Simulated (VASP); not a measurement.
GaGe3:

```xyz
4
Lattice="4.2785 0.0000 0.0000 0.0000 4.2785 0.0000 0.0000 0.0000 4.2785" Properties=species:S:1:pos:R:3 pbc="T T T"
Ge    2.1418    2.1365   -0.0342
Ge    2.2038   -0.0294    2.1164
Ge    0.0533    2.1078    2.1391
Ga    0.0157    0.0279    0.0253
```

This cell differs from its parent crystal: atoms moved at random.

Base run:

- Program: VASP 6.6.1
- Functional: PBE
- Potentials or basis: VASP PAW PBE potentials, release 64 (Ge_d, Ga_d)
- Cutoff: 520 eV
- k mesh: 6 × 6 × 6
- Occupations: fermi-dirac, width 0.05 eV
- Spin: no spin polarisation

Its results: pressure -0.1 GPa; largest force 0.110 eV/Å.

Task: The run is repeated on the same cell with these changes: functional from PBE to PBEsol. What comes out?

Result: Pressure -3.4 GPa; largest force 0.109 eV/Å.

PBEsol binds more tightly than PBE, so the same cell stands under less pressure.

Caveats: the PAW data sets were made with another functional, which shifts forces and pressure a little (some runs).
